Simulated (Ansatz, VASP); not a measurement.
BaTiO3 in VASP and in Ansatz

```xyz
5
Lattice="4.0743 0.0000 0.0000 0.0000 4.0743 0.0000 0.0000 0.0000 3.9114" Properties=species:S:1:pos:R:3 pbc="T T T"
Ba    0.0000    0.0000    0.0000
Ti    2.0371    2.0371    1.9557
O     2.0371    2.0371    0.0000
O     2.0371    0.0000    1.9557
O     0.0000    2.0371    1.9557
```

Alike in both runs: task single point; functional PBE; k mesh 8 × 8 × 8; occupations gaussian, width 0.05 eV; no spin polarisation.

|  | VASP | Ansatz |
| --- | --- | --- |
| version | VASP 6.6.1 | Ansatz 0.2.0 |
| potentials or method | VASP PAW PBE potentials, release 64 (Ba_sv, Ti_sv, O), cutoff 520 eV | scalar-relativistic, plane waves, PAW |
| valence electrons in the cell | 40 | 40 |

```tsv
	VASP	Ansatz	Ansatz less VASP
gap on the k mesh at the Fermi level (eV)	1.64	1.70	+0.063
least direct gap on the mesh (eV)	1.80	1.83	+0.030
pressure (GPa)	2.1	0.4	-1.72
traceless stress, the component that is largest in VASP (GPa)	5.36	5.19	-0.170
```

The functional is the same, so the differences come from potentials, cutoffs and numerics.

Spin-orbit coupling is off throughout.
